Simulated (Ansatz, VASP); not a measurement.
Two plane-wave programs on Tl

```
CELL_PARAMETERS angstrom
-1.86336 1.94100 1.94100
1.86336 -1.94100 1.94100
1.86336 1.94100 -1.94100
ATOMIC_POSITIONS crystal
Tl 0.00000 0.00000 0.00000
```

Change from the starting cell: strain -0.0400 x Voigt [1, 0, 0, 0, 0, 0], atoms carried along.

Alike in both runs: task single point; functional PBEsol; k mesh 18 × 18 × 18; occupations gaussian, width 0.15 eV; no spin polarisation.

```csv
,VASP,Ansatz
version,VASP 6.6.1,Ansatz 0.2.0
potentials or method,"VASP PAW PBE potentials, release 64 (Tl_d), cutoff 520 eV","scalar-relativistic, plane waves, PAW"
valence electrons in the cell,13,13
```

|  | VASP | Ansatz | Ansatz less VASP |
| --- | --- | --- | --- |
| gap on the k mesh at the Fermi level (eV) | none | none | - |
| pressure (GPa) | 0.6 | 0.6 | +0.05 |
| traceless stress, the component that is largest in VASP (GPa) | 0.24 | 0.24 | +0.001 |

VASP's potentials were made for PBE, not for PBEsol. A gap of «none» marks a metal or a gap that the smearing closes. With one functional, cell and mesh, what is left measures potentials, basis and numerics.

Neither program's run includes spin-orbit coupling.
